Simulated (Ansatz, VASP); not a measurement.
## As: VASP beside Ansatz

INCAR

```
SYSTEM = As
PREC = Accurate ; ENCUT = 520
EDIFF = 1E-6 ; ISMEAR = 0
SIGMA = 0.02 ; LREAL = .False.
LASPH = .True. ; NELM = 80
ALGO = Normal ; ISIF = 2
LWAVE = .False. ; LCHARG = .True.
LDIPOL = .True. ; IDIPOL = 3
DIPOL = 0.5 0.5 0.500 ; GGA = PE
IVDW = 12 ; LELF = .True.
LVHAR = .True. ; LVACPOTAV = .True.
NBANDS = 12
```

KPOINTS

```
Automatic mesh
0
Gamma
  9 9 1
  0 0 0
```

File POSCAR:

```
As
1.0
    3.5780000000      0.0000000000      0.0000000000
   -1.7890000000      3.0986388948      0.0000000000
    0.0000000000      0.0000000000     28.5742413766
As
2
Direct
    0.3333333333      0.6666666667      0.4633236107
    0.6666666667      0.3333333333      0.5366763893
```

Input for Ansatz:

```yaml
crystal:
  lattice:
    - [3.578, 0.0, 0.0]
    - [-1.789, 3.0986388948, 0.0]
    - [0.0, 0.0, 28.5742413766]
  atoms:
    - { symbol: As, position: [0.3333333333, 0.6666666667, 0.4633236107] }
    - { symbol: As, position: [0.6666666667, 0.3333333333, 0.5366763893] }
  periodic: [true, true, false]
basis:
  ecutwfc: 420
kpoints:
  mp_grid: { grid: [9, 9, 1] }
hamiltonian:
  xc: pbe
  dispersion: d3bj
scf:
  occupations: { method: gaussian, width: 0.02 }
output:
  forces: true
  stress: true
  eigenvalues: true
```

Alike in both runs: task single point; functional PBE; dispersion D3(BJ); k mesh 9 × 9 × 1; occupations gaussian, width 0.02 eV; no spin polarisation.

|  | VASP | Ansatz |
| --- | --- | --- |
| version | VASP 6.6.1 | Ansatz 0.2.0 |
| potentials or method | VASP PAW PBE potentials, release 64 (As), cutoff 520 eV | scalar-relativistic, plane waves, PAW |
| valence electrons in the cell | 10 | 30 |

```csv
,VASP,Ansatz,Ansatz less VASP
gap on the k mesh at the Fermi level (eV),none,none,-
rms of the force components (eV/Å),1.782,1.783,+0.0006
"work function, face that differs most (eV)",4.20,4.20,-0.001
```

Atom by atom the forces differ by 0.001 eV/Å (rms over components). A gap of «none» marks a metal or a gap that the smearing closes. VASP's potentials hold 10 valence electrons a cell and Ansatz's 30, so a difference there can come from the potentials and not from the codes.
